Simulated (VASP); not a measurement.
# TiSi2 (P1) in VASP: a series of runs, part 2 of 2

VASP 6.6.1.

**3. Single point, PBEsol**

Contents of INCAR:

```
SYSTEM = TiSi2
  PREC = Accurate
  ENCUT = 520
  EDIFF = 1E-6
  ISMEAR = -1
  SIGMA = 0.17
  LREAL = Auto
  LASPH = .True.
  NELM = 100
  ALGO = Normal
  ISIF = 2
  LWAVE = .False.
  LCHARG = .False.
  GGA = PS
  NBANDS = 98
```

Contents of KPOINTS:

```
regular mesh
0
Gamma
  3 2 2
  0 0 0
```

Contents of POSCAR:

```
TiSi2
1.0
    4.8573820000      0.0000000000      0.0000000000
    0.0000000000      8.3700570000      0.0000000000
    0.0000000000      0.0000000000      8.6655880000
Ti Si
8 16
Direct
    0.5297915626      0.5206057737      0.5299467272
    0.7879553224      0.7144515264      0.7973838590
   -0.0231812116      0.0117322976      0.5203801519
    0.2891063540      0.2281226998      0.7728384964
    0.0189814184      0.5099487375      0.0285497072
    0.2696514295      0.7219544622      0.2860856067
    0.4810616089     -0.0167143426      0.0010501307
    0.7820879643      0.2299745390      0.2730916817
    0.5321385059      0.8131844263      0.5058168009
    0.5843682873      0.1569045468      0.5357743756
    0.3324836301      0.0691393141      0.2884166660
    0.2213949819      0.3965564392      0.3006604976
    0.0069790681      0.3429964694      0.5422020987
    0.0219048039      0.6430422158      0.5267847952
    0.7755206405      0.6287770800      0.2873088358
    0.8485229286      0.9240199917      0.2793116866
    0.0230371011      0.8244627247      0.0355313454
    0.0333512991      0.1882424457      0.0297152369
    0.7937609189      0.1111103544      0.8062234207
    0.7568068560      0.3984321732      0.8288877800
    0.5405586796      0.3772136797      0.0606883226
    0.4621625394      0.6943799785      0.0246261419
    0.2655957468      0.5404861640      0.7555171097
    0.3345217650      0.9163020037      0.7509588501
```

Potentials or basis: VASP PAW PBE potentials, release 64 (Ti_sv, Si).

Command:

```bash
$ cat potpaw_PBE.64/Ti_sv/POTCAR potpaw_PBE.64/Si/POTCAR > POTCAR
$ mpirun -np 1 vasp_std > vasp.out
```

OUTCAR:

```text
SYSTEM = TiSi2
   PREC = Accurate
   ENCUT = 520
   EDIFF = 1E-6
   ISMEAR = -1
   LREAL = Auto
   LASPH = .True.
   NELM = 100
   ISIF = 2
   GGA = PS

 ion  position               nearest neighbor table
   1  0.530  0.521  0.530-  23 2.34   9 2.46  15 2.58  14 2.60  14 2.67  12 2.70  13 2.76  13 2.94
                            20 3.00
   2  0.788  0.714  0.797-  22 2.53  17 2.53  20 2.66  14 2.67  23 2.76  24 2.80   5 2.86   9 2.93
                            23 2.95
   3  0.977  0.012  0.520-  10 2.26  16 2.30  11 2.69   9 2.73  19 2.76  24 2.77  13 2.78
   4  0.289  0.228  0.773-  18 2.57  10 2.58  13 2.61  19 2.61  23 2.62  24 2.63  19 2.66  20 2.73
                            20 2.99
   5  0.019  0.510  0.029-  20 2.34  21 2.59  17 2.63  22 2.65  23 2.66  18 2.69  15 2.72  12 2.73
                            21 2.78   2 2.86
   6  0.270  0.722  0.286-   9 2.42  22 2.46  14 2.50  15 2.52  15 2.58  17 2.62  16 2.65  12 2.74
                            11 2.92
   7  0.481  0.983  0.001-  24 2.35  22 2.43  19 2.51  17 2.61  11 2.69  18 2.78  17 2.96
   8  0.782  0.230  0.273-  18 2.46  21 2.51  10 2.55  12 2.56  11 2.57  16 2.58  13 2.74  11 3.00

   9  0.532  0.813  0.506-   6 2.42   1 2.46  24 2.49  16 2.66  15 2.71   3 2.73  14 2.78  14 2.86
                            10 2.90   2 2.93  11 3.01
  10  0.584  0.157  0.536-   3 2.26   8 2.55  11 2.58   4 2.58  13 2.58  19 2.58   9 2.90  24 3.00
[... 15 lines left out ...]
  18  0.033  0.188  0.030-  19 2.35   8 2.46   4 2.57   5 2.69   7 2.78  20 2.82  11 2.85  21 2.88
                            21 2.94  17 3.05  12 3.06
  19  0.794  0.111  0.806-  18 2.35  20 2.42   7 2.51  10 2.58   4 2.61   4 2.66   3 2.76  24 2.80
                            24 3.13
  20  0.757  0.398  0.829-  21 2.27   5 2.34  19 2.42   2 2.66   4 2.73  23 2.74  13 2.80  23 2.82
                            18 2.82   4 2.99   1 3.00
  21  0.541  0.377  0.061-  20 2.27   8 2.51   5 2.59  12 2.60  22 2.70   5 2.78  18 2.88  18 2.94
                            15 3.10
  22  0.462  0.694  0.025-  17 2.40   7 2.43   6 2.46   2 2.53   5 2.65  21 2.70  15 2.79  23 2.83
                            17 2.94  24 3.08
  23  0.266  0.540  0.756-   1 2.34  14 2.46   4 2.62   5 2.66  20 2.74   2 2.76  13 2.78  20 2.82
                            22 2.83   2 2.95
  24  0.335  0.916  0.751-   7 2.35   9 2.49   4 2.63   3 2.77  19 2.80   2 2.80  17 2.99  10 3.00
                            22 3.08  19 3.13

  LATTYP: Found a simple orthorhombic cell.
 ALAT       =     4.8573820000
[... 193 lines left out ...]
 non-spin polarized calculation
  energy-cutoff  :      520.00
  volume of cell :      352.31
 maximum number of plane-waves:      9506
   NGX = 19   NGY = 31   NGZ = 33

 number of electron     160.0000008 magnetization

 Free energy of the ion-electron system (eV)
  ---------------------------------------------------
  ext. energy  EPLUGINS =         0.00000000
  ---------------------------------------------------
  free energy    TOTEN  =      -167.73415585 eV

  energy without entropy =     -166.60268054  energy(sigma->0) =     -167.16841820

 E-fermi :   9.5450     XC(G=0): -11.5597

 val. band max:        9.5103797613   @ k =   0.3333   0.0000   0.5000
 cond. band min:       9.5488554223   @ k =   0.3333   0.0000   0.0000
 fundamental gap:      0.0384756610
 Fermi energy:         9.5449964624

 k-point     1 :       0.0000    0.0000    0.0000
  band No.  band energies     occupation
      1     -46.8428      2.00000
      2     -46.5903      2.00000
      3     -46.5804      2.00000
      4     -46.5658      2.00000
      5     -46.5369      2.00000
      6     -46.5049      2.00000
[... 749 lines left out ...]
     91      11.2989      0.00007
     92      11.3492      0.00005
 [bands above 92 left out]

------------------------ aborting loop because EDIFF is reached ----------------------------------------

  FORCE on cell =-STRESS in cart. coord.  units (eV):
  Direction    XX          YY          ZZ          XY          YZ          ZX
  --------------------------------------------------------------------------------------
  -------------------------------------------------------------------------------------
  Total        2.8054971      2.7291521      1.0007911      1.6456477      2.5457661     -4.3335901
  in kB       12.7582674     12.4110812      4.5511936      7.4837409     11.5771155    -19.7074166
  external PRESSURE =       9.9068474 kB  Pullay stress =       0.0000000 kB

 VOLUME and BASIS-vectors are now :
 -----------------------------------------------------------------------------
  energy-cutoff  :      520.00
  volume of cell :      352.31
      direct lattice vectors                 reciprocal lattice vectors
     4.857382000  0.000000000  0.000000000     0.205872217  0.000000000  0.000000000
     0.000000000  8.370057000  0.000000000     0.000000000  0.119473499  0.000000000
     0.000000000  0.000000000  8.665588000     0.000000000  0.000000000  0.115398978

 POSITION                                       TOTAL-FORCE (eV/Angst)
 -----------------------------------------------------------------------------------
      2.57340      4.35750      4.59230         0.493828     -3.016822     -0.665109
      3.82740      5.98000      6.90980        -0.693810      1.449452     -1.491201
      4.74478      0.09820      4.50940         4.702668     -1.548330      2.010100
      1.40430      1.90940      6.69710        -0.505768      1.119435      0.684997
      0.09220      4.26830      0.24740         1.236018     -0.141880      1.502714
      1.30980      6.04280      2.47910        -0.301513      1.137195     -0.596516
[... 16 lines left out ...]
      1.29010      4.52390      6.54700        -0.366710      0.990517      2.135950
      1.62490      7.66950      6.50750        -1.095666     -0.460285     -1.141392
 -----------------------------------------------------------------------------------
    total drift:                                0.002333      0.031350      0.016791

  FREE ENERGIE OF THE ION-ELECTRON SYSTEM (eV)
  ---------------------------------------------------
  free  energy   TOTEN  =      -167.7341558529 eV

  energy  without entropy=     -166.6026805398  energy(sigma->0) =     -167.16841820
```

It took 5.4 min on 1 thread of Intel Xeon Platinum 8488C (Sapphire Rapids), shared host; peak memory 0.45 GiB.

What came out:

* Free energy: -167.7342 eV
* Pressure: 1.0 GPa
* Largest force: 5.343 eV/Å
* Band gap on the k mesh: zero (band 80 reaches 9.74 eV, above the bottom of band 81 at 9.19 eV)

Forces in eV/Å, atoms in the order of the input:
```
Ti   0.494 -3.017 -0.665
Ti  -0.694  1.449 -1.491
Ti   4.703 -1.548  2.010
Ti  -0.506  1.119  0.685
Ti   1.236 -0.142  1.503
Ti  -0.302  1.137 -0.597
Ti   1.881  1.870  2.650
Ti  -0.181  0.779  1.110
Si   0.659  1.963  1.488
Si  -3.337  1.220  0.291
Si  -1.040  0.059 -0.107
Si   1.251  0.329 -0.768
Si  -0.031 -0.605  0.162
Si   0.053  0.743  0.843
Si  -0.622 -1.361 -1.137
Si  -1.297 -0.503 -1.999
Si  -0.844  0.674 -0.449
Si   0.970 -0.836  0.495
Si  -0.192 -1.446 -1.674
Si  -0.326  0.111 -3.390
Si  -1.650 -0.326  0.554
Si   1.240 -2.200 -0.509
Si  -0.367  0.991  2.136
Si  -1.096 -0.460 -1.141
```

Levels at points of the mesh, in eV from the Fermi level:
```csv
k point,band 78,band 79,band 80,band 81,band 82,band 83,band 84,band 85
"(0.00, 0.00, 0.00)",-0.62,-0.57,-0.43,-0.15,0.36,0.64,0.73,0.83
"(0.00, 0.50, 0.00)",-0.76,-0.57,-0.40,-0.22,0.03,0.17,0.72,0.86
"(0.00, 0.00, 0.50)",-0.72,-0.59,-0.44,-0.35,-0.26,0.53,0.70,0.81
"(0.00, 0.50, 0.50)",-0.68,-0.57,-0.46,-0.33,-0.18,-0.09,0.10,0.60
```

Caveat: the k points lie up to 0.43 Å⁻¹ apart; the PAW data sets were made with another functional, which shifts forces and pressure a little.
